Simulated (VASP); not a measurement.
# PbO (I4/mmm) in VASP: a series of runs

Runs on PbO. Level: PBE. Tasks: single point.

Everything below comes from runs of VASP 6.6.1. Logs are shortened: lines on timing, memory, paths and dates and some standing lists are left out, and cuts for length are marked.

## 1. The cell of the first run

It takes space group I4/mmm (No. 139, tetragonal). Conventional cell: a = 3.489 Å, b = 3.489 Å, c = 5.213 Å, α = 90.00°, β = 90.00°, γ = 90.00°. Within 3.3 Å of Pb (site symmetry 4/mmm) lie 6 O at 2.47 to 2.61 Å. Within 3.3 Å of O (site symmetry 4/mmm) lie 6 Pb at 2.47 to 2.61 Å.

## 2. Single point, PBE (biaxial xy strain -5.4%)

File INCAR:

```
SYSTEM = PbO
PREC = Accurate
ENCUT = 520
EDIFF = 1E-6
ISMEAR = -1
SIGMA = 0.02
LREAL = .FALSE.
LASPH = .TRUE.
NELM = 100
ALGO = Normal
ISIF = 2
LWAVE = .FALSE.
LCHARG = .TRUE.
GGA = PE
LELF = .TRUE.
LVHAR = .TRUE.
NBANDS = 17
```

File KPOINTS:

```
regular mesh
0
G
  8 8 8
  0 0 0
```

File POSCAR:

```
PbO
1.0
    0.0000000000      2.4668081590      2.6065174968
    2.4668081590      0.0000000000      2.6065174968
    2.4668081590      2.4668081590      0.0000000000
Pb O
1 1
Direct
    0.0000000000      0.0000000000      0.0000000000
    0.5000000000      0.5000000000      0.5000000000
```

Potentials or basis: VASP PAW PBE potentials, release 64 (Pb_d, O).

Started as:

```sh
cat potpaw_PBE.64/Pb_d/POTCAR potpaw_PBE.64/O/POTCAR > POTCAR
mpirun -np 1 vasp_std > vasp.out
```

OUTCAR:

```text
SYSTEM = PbO
   PREC = Accurate
   ENCUT = 520
   EDIFF = 1E-6
   ISMEAR = -1
   LREAL = .FALSE.
   LASPH = .TRUE.
   NELM = 100
   ISIF = 2
   GGA = PE

 ion  position               nearest neighbor table
   1  0.000  0.000  0.000-   2 2.47   2 2.47   2 2.47   2 2.47   2 2.61   2 2.61
   2  0.500  0.500  0.500-   1 2.47   1 2.47   1 2.47   1 2.47   1 2.61   1 2.61

  LATTYP: Found a body centered tetragonal cell.
 ALAT       =     3.4885935542
 C/A-ratio  =     1.4943084978

  Lattice vectors:

 A1 = (  -2.4668081590,   0.0000000000,   2.6065174968)
 A2 = (   2.4668081590,   0.0000000000,   2.6065174968)
 A3 = (   0.0000000000,   2.4668081590,  -2.6065174968)

Analysis of symmetry for initial positions (statically):
=====================================================================
 Subroutine PRICEL returns:
 Original cell was already a primitive cell.

 Routine SETGRP: Setting up the symmetry group for a
 body centered tetragonal supercell.

 Subroutine GETGRP returns: Found 16 space group operations
 (whereof 16 operations were pure point group operations)
 out of a pool of 16 trial point group operations.

The static configuration has the point symmetry D_4h.

Analysis of symmetry for dynamics (positions and initial velocities):
=====================================================================
 Subroutine PRICEL returns:
 Original cell was already a primitive cell.

 Routine SETGRP: Setting up the symmetry group for a
 body centered tetragonal supercell.

 Subroutine GETGRP returns: Found 16 space group operations
 (whereof 16 operations were pure point group operations)
 out of a pool of 16 trial point group operations.

The dynamic configuration has the point symmetry D_4h.

 Subroutine INISYM returns: Found 16 space group operations
 (whereof 16 operations are pure point group operations),
 and found     1 'primitive' translations

----------------------------------------------------------------------------------------

                                     Primitive cell

  volume of cell :      31.7221

  direct lattice vectors                    reciprocal lattice vectors
     0.000000000  2.466808159  2.606517497    -0.202691076  0.202691076  0.191826834
     2.466808159  0.000000000  2.606517497     0.202691076 -0.202691076  0.191826834
     2.466808159  2.466808159  0.000000000     0.202691076  0.202691076 -0.191826834

  length of vectors
[... 68 lines left out ...]
   dimension x,y,z NGXF=    56 NGYF=   56 NGZF=   56
   ions per type =               1   1
   NGX,Y,Z   is equivalent  to a cutoff of  12.97, 12.97, 13.34 a.u.
   NGXF,Y,Z  is equivalent  to a cutoff of  25.94, 25.94, 26.69 a.u.
 SYSTEM =  PbO
   PREC   = accura    normal or accurate (medium, high low for compatibility)
   ISTART =      0    job   : 0-new  1-cont  2-samecut
   ICHARG =      2    charge: 1-file 2-atom 10-const
   ISPIN  =      1    spin polarized calculation?
   LNONCOLLINEAR =      F non collinear calculations
   LSORBIT =      F    spin-orbit coupling
   LASPH  =      T    aspherical Exc in radial PAW
   ENCUT  =  520.0 eV  38.22 Ry    6.18 a.u.   6.67  6.67  6.49*2*pi/ulx,y,z
   NELM   =    100;   NELMIN=  2; NELMDL= -5     # of ELM steps
   EDIFF  = 0.1E-05   stopping-criterion for ELM
   LREAL  =      F    real-space projection
[... 7 lines left out ...]
   TEBEG  =    0.0;   TEEND  =   0.0 temperature during run
   PSTRESS=    0.0 pullay stress
   NELECT =      20.0000    total number of electrons
   NUPDOWN=      -1.0000    fix difference up-down
   EMIN   =  10.00;   EMAX   =-10.00  energy-range for DOS
   EFERMI =   0.00;   METHOD = LEGACY
   ISMEAR =    -1;   SIGMA  =   0.02  broadening in eV -4-tet -1-fermi 0-gaus
   EFERMI_NEDOS =   21; number of points for ismear=-14 and -15
   IALGO  =     38    algorithm
   IMIX   =      4    mixing-type and parameters
     AMIX     =   0.40;   BMIX     =  1.00
     AMIX_MAG =   1.60;   BMIX_MAG =  1.00
  volume/ion in A,a.u.               =      15.86       107.04
  Fermi-wavevector in a.u.,A,eV,Ry     =   1.403776  2.652751 26.811450  1.970586
  Thomas-Fermi vector in A             =   2.526404
   LORBIT       =      0    0 simple, 1 ext, 2 COOP (PROOUT), +10 PAW based schemes
   GGA     = PE    functional components
   LHFCALC =     F    Hartree Fock is set to
   AEXX    =    0.0000 exact exchange contribution
   IVDW    =     0    specifies the selected vdW correction
   LEPSILON=     F    determine dielectric tensor
   LRPA    =     F    only Hartree local field effects (RPA)
 non-spin polarized calculation
  energy-cutoff  :      520.00
  volume of cell :       31.72
 maximum number of plane-waves:       885
   NGX = 13   NGY = 13   NGZ = 13

 number of electron      20.0000003 magnetization

 Free energy of the ion-electron system (eV)
  ---------------------------------------------------
  ext. energy  EPLUGINS =         0.00000000
  ---------------------------------------------------
  free energy    TOTEN  =       -10.12688511 eV

  energy without entropy =      -10.12688511  energy(sigma->0) =      -10.12688511

 E-fermi :   8.5336     XC(G=0): -11.2608

 val. band max:        8.1783100210   @ k =  -0.3750   0.1250   0.0000
 cond. band min:       8.8663333501   @ k =   0.5000   0.0000   0.0000
 fundamental gap:      0.6880233291
 Fermi energy:         8.5336033687

 k-point     1 :       0.0000    0.0000    0.0000
  band No.  band energies     occupation
      1     -10.5824      2.00000
      2      -8.4293      2.00000
      3      -8.3991      2.00000
      4      -8.3991      2.00000
      5      -8.2817      2.00000
      6      -8.2011      2.00000
[... 457 lines left out ...]
      4      -8.3329      2.00000
      5      -8.1747      2.00000
      6      -8.1114      2.00000
[... 9 lines left out ...]
     16      24.0180      0.00000
     17      24.5060      0.00000

 [... further k-points ...]
[... 5 lines left out ...]
  --------------------------------------------------------------------------------------
  -------------------------------------------------------------------------------------
  Total        4.1422078      4.1422078      2.0411308      0.0000000     -0.0000000      0.0000000
  in kB      209.2093414    209.2093414    103.0908262      0.0000000     -0.0000000      0.0000000
  external PRESSURE =     173.8365030 kB  Pullay stress =       0.0000000 kB

 VOLUME and BASIS-vectors are now :
 -----------------------------------------------------------------------------
  energy-cutoff  :      520.00
  volume of cell :       31.72
      direct lattice vectors                 reciprocal lattice vectors
     0.000000000  2.466808159  2.606517497    -0.202691076  0.202691076  0.191826834
     2.466808159  0.000000000  2.606517497     0.202691076 -0.202691076  0.191826834
     2.466808159  2.466808159  0.000000000     0.202691076  0.202691076 -0.191826834

 POSITION                                       TOTAL-FORCE (eV/Angst)
 -----------------------------------------------------------------------------------
      0.00000      0.00000      0.00000        -0.000000      0.000000      0.000000
      2.46681      2.46681      2.60652         0.000000     -0.000000     -0.000000
 -----------------------------------------------------------------------------------
    total drift:                                0.000000      0.000000      0.000000

  FREE ENERGIE OF THE ION-ELECTRON SYSTEM (eV)
  ---------------------------------------------------
  free  energy   TOTEN  =       -10.1268851078 eV

  energy  without entropy=      -10.1268851071  energy(sigma->0) =      -10.12688511
```

stdout:

```text
POSCAR found type information on POSCAR PbO
 POSCAR found :  2 types and       2 ions
 scaLAPACK will be used
 LDA part: xc-table for (Slater+PW92), standard interpolation
 POSCAR, INCAR and KPOINTS ok, starting setup
 FFT: planning ... GRIDC
 FFT: planning ... GRID_SOFT
 FFT: planning ... GRID
 WAVECAR not read
 entering main loop
```

It took 27 s on 1 thread of Intel Xeon 6975P-C (Granite Rapids), shared host; peak memory 0.17 GiB.

Results:

```
Free energy            : -10.1269 eV
Pressure               : 17.4 GPa
Band gap on the k mesh : 0.69 eV, indirect (least direct gap 0.98 eV)
```

Stress tensor (GPa, compression positive):
```
20.92  0.00  0.00
 0.00 20.92  0.00
 0.00  0.00 10.31
```

Levels at points of the mesh, in eV from the valence-band top:
```
           k point  band 7  band 8  band 9  band 10  band 11  band 12  band 13  band 14
(0.00, 0.00, 0.00)   -7.53   -3.20   -3.20    -2.89     8.39     9.73     9.73    10.14
(0.50, 0.00, 0.00)   -9.21   -2.59   -2.46    -0.39     0.69     4.87     5.67    10.60
(0.50, 0.50, 0.00)   -6.38   -5.97   -4.15    -4.15     3.80     6.90     7.19     7.19
(0.50, 0.00, 0.50)   -6.39   -5.95   -4.51    -4.00     4.30     6.29     6.36     7.06
```

Caveat: the cell differs from its parent crystal (biaxial xy strain -5.4%); spin-orbit coupling is left out, which moves the levels of the heavy elements.

## 3. Single point, PBE (epitaxial xy strain +0.3%)

File INCAR:

```
ALGO     = Normal         # electronic algorithm
EDIFF    = 1E-6           # SCF threshold, eV
ENCUT    = 520            # plane-wave cutoff, eV
GGA      = PE             # functional
ISIF     = 2              # what is computed and relaxed
ISMEAR   = -1             # smearing method
LASPH    = T              # aspherical terms in the spheres
LCHARG   = T              # write CHGCAR
LELF     = T              # ELF
LREAL    = F              # projectors in reciprocal space
LVHAR    = T            
LWAVE    = F              # write WAVECAR
NBANDS   = 17             # bands
NELM     = 100            # most SCF steps
PREC     = Accurate       # precision mode
SIGMA    = 0.02           # smearing width, eV
```

File KPOINTS:

```
k-points
0
Gamma
  8 8 8
```

File POSCAR:

```
PbO
1.0
    0.0000000000      2.6156403081      2.6005815094
    2.6156403081      0.0000000000      2.6005815094
    2.6156403081      2.6156403081      0.0000000000
Pb O
1 1
Direct
    0.0000000000      0.0000000000      0.0000000000
    0.5000000000      0.5000000000      0.5000000000
```

Potentials or basis: VASP PAW PBE potentials, release 64 (Pb_d, O).

Started as:

```sh
cat potpaw_PBE.64/Pb_d/POTCAR potpaw_PBE.64/O/POTCAR > POTCAR
mpirun -np 1 vasp_std > vasp.out
```

OUTCAR:

```text
EDIFF = 1E-6
   ENCUT = 520
   GGA = PE
   ISIF = 2
   ISMEAR = -1
   LASPH = T
   LREAL = F
   NELM = 100
   PREC = Accurate

 ion  position               nearest neighbor table
   1  0.000  0.000  0.000-   2 2.60   2 2.60   2 2.62   2 2.62   2 2.62   2 2.62
   2  0.500  0.500  0.500-   1 2.60   1 2.60   1 2.62   1 2.62   1 2.62   1 2.62

  LATTYP: Found a body centered tetragonal cell.
 ALAT       =     3.6990739980
 C/A-ratio  =     1.4060716335

  Lattice vectors:

 A1 = (   0.0000000000,  -2.6156403081,  -2.6005815094)
 A2 = (   0.0000000000,   2.6156403081,  -2.6005815094)
 A3 = (   2.6156403081,   0.0000000000,   2.6005815094)

Analysis of symmetry for initial positions (statically):
=====================================================================
 Subroutine PRICEL returns:
 Original cell was already a primitive cell.

 Routine SETGRP: Setting up the symmetry group for a
 body centered tetragonal supercell.

 Subroutine GETGRP returns: Found 16 space group operations
 (whereof 16 operations were pure point group operations)
 out of a pool of 16 trial point group operations.

The static configuration has the point symmetry D_4h.

Analysis of symmetry for dynamics (positions and initial velocities):
=====================================================================
 Subroutine PRICEL returns:
 Original cell was already a primitive cell.

 Routine SETGRP: Setting up the symmetry group for a
 body centered tetragonal supercell.

 Subroutine GETGRP returns: Found 16 space group operations
 (whereof 16 operations were pure point group operations)
 out of a pool of 16 trial point group operations.

The dynamic configuration has the point symmetry D_4h.

[... 110 lines left out ...]
   NUPDOWN=      -1.0000    fix difference up-down
   EMIN   =  10.00;   EMAX   =-10.00  energy-range for DOS
   EFERMI =   0.00;   METHOD = LEGACY
   ISMEAR =    -1;   SIGMA  =   0.02  broadening in eV -4-tet -1-fermi 0-gaus
   EFERMI_NEDOS =   21; number of points for ismear=-14 and -15
   IALGO  =     38    algorithm
   IMIX   =      4    mixing-type and parameters
     AMIX     =   0.40;   BMIX     =  1.00
     AMIX_MAG =   1.60;   BMIX_MAG =  1.00
  volume/ion in A,a.u.               =      17.79       120.07
  Fermi-wavevector in a.u.,A,eV,Ry     =   1.351033  2.553082 24.834585  1.825290
  Thomas-Fermi vector in A             =   2.478488
   LORBIT       =      0    0 simple, 1 ext, 2 COOP (PROOUT), +10 PAW based schemes
   GGA     = PE    functional components
   LHFCALC =     F    Hartree Fock is set to
   AEXX    =    0.0000 exact exchange contribution
   IVDW    =     0    specifies the selected vdW correction
   LEPSILON=     F    determine dielectric tensor
   LRPA    =     F    only Hartree local field effects (RPA)
 non-spin polarized calculation
  energy-cutoff  :      520.00
  volume of cell :       35.58
 maximum number of plane-waves:       982
   NGX = 13   NGY = 13   NGZ = 13

 number of electron      20.0000002 magnetization

 Free energy of the ion-electron system (eV)
  ---------------------------------------------------
  ext. energy  EPLUGINS =         0.00000000
  ---------------------------------------------------
  free energy    TOTEN  =       -10.38015951 eV

  energy without entropy =      -10.38015949  energy(sigma->0) =      -10.38015950

 E-fermi :   6.7273     XC(G=0): -10.6459

 val. band max:        6.4486867005   @ k =   0.5000   0.0000   0.0000
 cond. band min:       6.9902941900   @ k =   0.5000   0.0000   0.0000
 fundamental gap:      0.5416074894
 Fermi energy:         6.7272542781

 k-point     1 :       0.0000    0.0000    0.0000
  band No.  band energies     occupation
      1     -11.1295      2.00000
      2      -9.8483      2.00000
      3      -9.8483      2.00000
      4      -9.8479      2.00000
      5      -9.7278      2.00000
      6      -9.7180      2.00000
[... 457 lines left out ...]
      4      -9.7906      2.00000
      5      -9.6741      2.00000
      6      -9.5735      2.00000
[... 9 lines left out ...]
     16      21.7029      0.00000
     17      22.2314      0.00000

 [... further k-points ...]

------------------------ aborting loop because EDIFF is reached ----------------------------------------

  FORCE on cell =-STRESS in cart. coord.  units (eV):
  Direction    XX          YY          ZZ          XY          YZ          ZX
  --------------------------------------------------------------------------------------
  -------------------------------------------------------------------------------------
  Total        0.4302092      0.4302092      0.5764745      0.0000000     -0.0000000      0.0000000
  in kB       19.3701834     19.3701834     25.9557864      0.0000000     -0.0000000      0.0000000
  external PRESSURE =      21.5653844 kB  Pullay stress =       0.0000000 kB

 VOLUME and BASIS-vectors are now :
 -----------------------------------------------------------------------------
  energy-cutoff  :      520.00
  volume of cell :       35.58
      direct lattice vectors                 reciprocal lattice vectors
     0.000000000  2.615640308  2.600581509    -0.191157782  0.191157782  0.192264691
     2.615640308  0.000000000  2.600581509     0.191157782 -0.191157782  0.192264691
     2.615640308  2.615640308  0.000000000     0.191157782  0.191157782 -0.192264691

 POSITION                                       TOTAL-FORCE (eV/Angst)
 -----------------------------------------------------------------------------------
      0.00000      0.00000      0.00000         0.000000      0.000000      0.000000
      2.61564      2.61564      2.60058        -0.000000     -0.000000      0.000000
 -----------------------------------------------------------------------------------
    total drift:                                0.000000      0.000000      0.000000

  FREE ENERGIE OF THE ION-ELECTRON SYSTEM (eV)
  ---------------------------------------------------
  free  energy   TOTEN  =       -10.3801595126 eV

  energy  without entropy=      -10.3801594945  energy(sigma->0) =      -10.38015950
```

It took 30 s on 1 thread of Intel Xeon 6975P-C (Granite Rapids), shared host; peak memory 0.18 GiB.

What came out:

```
Free energy            : -10.3802 eV
Pressure               : 2.2 GPa
Band gap on the k mesh : 0.54 eV, direct
```

Stress tensor (GPa, compression positive):
```
1.94 0.00 0.00
0.00 1.94 0.00
0.00 0.00 2.60
```

Levels at points of the mesh, in eV from the valence-band top:
```tsv
k point	band 8	band 9	band 10	band 11	band 12	band 13
(0.00, 0.00, 0.00)	-2.32	-2.28	-2.28	8.38	8.38	8.51
(0.50, 0.00, 0.00)	-1.89	-1.88	0.00	0.54	5.08	5.15
(0.50, 0.50, 0.00)	-5.23	-3.31	-3.31	4.15	6.39	6.39
(0.50, 0.00, 0.50)	-5.23	-3.32	-3.27	4.10	6.40	6.48
```

Caveat: the cell differs from its parent crystal (epitaxial xy strain +0.3%); spin-orbit coupling is left out, which moves the levels of the heavy elements.
